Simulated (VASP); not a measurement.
Input of a VASP 6.6.1 run:

Contents of POSCAR:

```
TiB
1.0
    0.0000000000      1.9959500000      2.2060500000
    1.9959500000      0.0000000000      2.2060500000
    1.9959500000      1.9959500000      0.0000000000
Ti B
1 1
Direct
    0.7500000000      0.7500000000      0.7500000000
    0.0000000000      0.0000000000      0.0000000000
```

The input INCAR.step1:

```
SYSTEM = TiB
PREC = Accurate ; ENCUT = 520
ISMEAR = 0 ; SIGMA = 0.15
LREAL = .False. ; LASPH = .True.
NELM = 100 ; NBANDS = 14
GGA = PE ; ALGO = Normal
EDIFF = 1E-4 ; LWAVE = .True.
LCHARG = .False.
```

File INCAR.step2:

```
SYSTEM = TiB
PREC = Accurate ; ENCUT = 520
EDIFF = 1E-6 ; ISMEAR = 0
SIGMA = 0.15 ; LREAL = .False.
LASPH = .True. ; NELM = 100
ALGO = Normal ; ISIF = 2
LWAVE = .False. ; LCHARG = .False.
METAGGA = R2SCAN ; LMIXTAU = .True.
NBANDS = 14 ; ISTART = 1
```

The input KPOINTS:

```
regular mesh
0
Gamma
  20 20 20
  0 0 0
```

Potentials or basis: VASP PAW PBE potentials, release 64 (Ti_sv, B).

Run with:

```sh
$ cat potpaw_PBE.64/Ti_sv/POTCAR potpaw_PBE.64/B/POTCAR > POTCAR
$ cp INCAR.step1 INCAR
$ mpirun -np 1 vasp_std > vasp.out
$ cp INCAR.step2 INCAR
$ mpirun -np 1 vasp_std > vasp.out
```

(1) Predict the band gap on the k mesh.

(2) Estimate the pressure.

Answers

(1) zero (an odd number of electrons rules out a gap without spin polarisation).

(2) 146.3 GPa.

Caveat: the cell differs from its parent crystal (strain -0.050 along x and y, +0.050 along z); the cell stands under pressure; the PAW data sets were made with another functional, which shifts forces and pressure a little.
